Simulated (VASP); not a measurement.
Runs of VASP 6.6.1 on ZrO2. The structure is that of space group Fm-3m (No. 225), or close to it. The cells are those of the table. 

```tsv
cell	gap on the mesh (eV)	pressure (GPa)
a = 3.599 Å, angles 60.0°, 3 atoms	3.35	(a)
a = 3.715 Å, angles 60.0°, 3 atoms	(c)	(b)
a = 3.475 Å, angles 60.0°, 3 atoms	3.63	37.0
a = 3.538 Å, angles 60.0°, 3 atoms	3.49	18.3
a = 3.658 Å, angles 60.0°, 3 atoms	3.22	-7.3
```

Alike in all rows: task single point; level PBE; potentials or basis VASP PAW PBE potentials, release 64 (Zr_sv, O); no spin polarisation; k mesh 4 × 4 × 4; cutoff (eV) 600; smearing gaussian 0.01 eV.

Q: Estimate the missing entries.

A: (a) 3.9; (b) -15.9; (c) 3.08.

Caveats: all runs use coarse meshes.

A k mesh can miss the band edges, and the runs leave out spin-orbit coupling on Zr.
